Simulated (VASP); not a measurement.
Zn3MoAs4: single point with PBE

Zn3MoAs4:

```
CELL_PARAMETERS angstrom
5.25990 0.00000 0.00000
0.00000 5.25990 0.00000
0.00000 0.00000 5.25990
ATOMIC_POSITIONS crystal
Zn 0.00000 0.00000 0.50000
Zn 0.00000 0.50000 0.00000
Zn 0.50000 0.00000 0.00000
Mo 0.50000 0.50000 0.50000
As 0.00000 0.00000 0.00000
As 0.50000 0.50000 0.00000
As 0.50000 0.00000 0.50000
As 0.00000 0.50000 0.50000
```

```yaml
Program: VASP 6.6.1
Task: single point
Functional: PBE
Potentials_or_basis: VASP PAW PBE potentials, release 64 (Zn, Mo_sv, As)
Cutoff: 520 eV
k_mesh: 4 × 4 × 4
Occupations: gaussian, width 0.1 eV
Spin: no spin polarisation
```

```json
{"Pressure": "0.3 GPa", "Band gap on the k mesh": "zero (band 35 reaches 5.99 eV, above the bottom of band 36 at 4.08 eV)"}
```

Levels at points of the mesh, in eV from the Fermi level:
| k point | band 31 | band 32 | band 33 | band 34 | band 35 | band 36 | band 37 | band 38 | band 39 | band 40 |
| --- | --- | --- | --- | --- | --- | --- | --- | --- | --- | --- |
| (0.00, 0.00, 0.00) | -1.59 | -1.59 | -1.43 | -1.43 | -1.10 | -1.10 | -1.10 | 0.62 | 0.62 | 0.62 |
| (0.50, 0.00, 0.00) | -2.53 | -1.52 | -1.52 | -1.07 | -0.61 | -0.61 | 0.38 | 0.76 | 0.76 | 1.93 |
| (0.50, 0.50, 0.00) | -2.60 | -1.91 | -0.03 | 0.50 | 0.56 | 0.56 | 0.68 | 0.68 | 0.91 | 3.68 |
| (0.50, 0.50, 0.50) | -0.79 | -0.79 | 0.81 | 0.81 | 0.81 | 1.91 | 1.91 | 1.91 | 3.57 | 3.57 |

Run time: 82 s on 1 thread of Intel(R) Xeon(R) Platinum 8259CL CPU @ 2.50GHz (Skylake/Cascade Lake), on a shared host, peak memory 0.26 GiB.
